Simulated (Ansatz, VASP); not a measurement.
**Two plane-wave programs on Ru**

The input POSCAR:

```
Ru
1.0
    2.6246253542      0.0000000000      0.0000000000
   -1.3123126771      2.2729922322      0.0000000000
    0.0000000000      0.0000000000      4.2819000000
Ru
2
Direct
    0.3333333333      0.6666666667      0.2500000000
    0.6666666667      0.3333333333      0.7500000000
```

The input INCAR.step1:

```
SYSTEM = Ru
PREC = Accurate ; ENCUT = 520
ISMEAR = 0 ; SIGMA = 0.15
LREAL = .FALSE. ; LASPH = .TRUE.
NELM = 100 ; NBANDS = 21
GGA = PE ; ALGO = Normal
EDIFF = 1E-4 ; LWAVE = .TRUE.
LCHARG = .FALSE.
```

INCAR.step2

```
SYSTEM = Ru
PREC = Accurate ; ENCUT = 520
EDIFF = 1E-7 ; ISMEAR = 0
SIGMA = 0.15 ; LREAL = .FALSE.
LASPH = .TRUE. ; NELM = 100
ALGO = Normal ; ISIF = 2
LWAVE = .FALSE. ; LCHARG = .TRUE.
METAGGA = R2SCAN ; LMIXTAU = .TRUE.
LELF = .TRUE. ; LVHAR = .TRUE.
NBANDS = 21 ; ISTART = 1
```

The input KPOINTS:

```
Automatic mesh
0
G
  24 24 12
  0 0 0
```

Input for Ansatz:

```yaml
crystal:
  lattice:
    - [2.6246253542, 0.0, 0.0]
    - [-1.3123126771, 2.2729922322, 0.0]
    - [0.0, 0.0, 4.2819]
  atoms:
    - { symbol: Ru, position: [0.3333333333, 0.6666666667, 0.25] }
    - { symbol: Ru, position: [0.6666666667, 0.3333333333, 0.75] }
basis:
  ecutwfc: 500
kpoints:
  mp_grid: { grid: [24, 24, 12] }
hamiltonian:
  xc: r2scan
scf:
  occupations: { method: gaussian, width: 0.15 }
output:
  forces: true
  stress: true
  eigenvalues: true
```

Change from the starting cell: strain -0.030 along x and y, +0.000 along z, atoms carried along.

Alike in both runs: task single point; functional r2SCAN; k mesh 24 × 24 × 12; occupations gaussian, width 0.15 eV; no spin polarisation.

|  | VASP | Ansatz |
| --- | --- | --- |
| version | VASP 6.6.1 | Ansatz 0.2.0 |
| potentials or method | VASP PAW PBE potentials, release 64 (Ru_pv), cutoff 520 eV | scalar-relativistic, plane waves, PAW |
| valence electrons in the cell | 28 | 32 |

VASP gave:

- gap on the k mesh at the Fermi level (eV): none
- pressure (GPa): 23.1
- traceless stress, the component that is largest in VASP (GPa): -12.26

Task: What did Ansatz give for the same quantities?

Result: gap on the k mesh at the Fermi level (eV): none; pressure (GPa): 21.1; traceless stress, the component that is largest in VASP (GPa): -12.28.

VASP's potentials were made for PBE, not for r2SCAN. A gap of «none» marks a metal or a gap that the smearing closes. VASP's potentials hold 28 valence electrons a cell and Ansatz's 32, so a difference there can come from the potentials and not from the codes.
